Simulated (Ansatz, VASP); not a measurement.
## Pd in VASP and in Ansatz

```
CELL_PARAMETERS angstrom
0.00000 1.94490 1.92545
1.94490 0.00000 1.92545
1.94490 1.94490 0.00000
ATOMIC_POSITIONS crystal
Pd 0.00000 0.00000 0.00000
```

Change from the starting cell: zz strain of -1 %.

Alike in both runs: task single point; functional PBE; k mesh 18 × 18 × 18; occupations fermi-dirac, width 0.05 eV; no spin polarisation.

|  | VASP | Ansatz |
| --- | --- | --- |
| version | VASP 6.6.1 | Ansatz 0.2.0 |
| potentials or method | VASP PAW PBE potentials, release 64 (Pd), cutoff 520 eV | all-electron LAPW, scalar-relativistic |

Ansatz gave:

```
pressure (GPa)                                                : 9.7
traceless stress, the component that is largest in VASP (GPa) : 0.41
```

Task: What did VASP give for the same quantities?

Result: Pressure (GPa): 9.4; traceless stress, the component that is largest in VASP (GPa): 0.41.

Ansatz ran all-electron here, and VASP with PAW potentials.
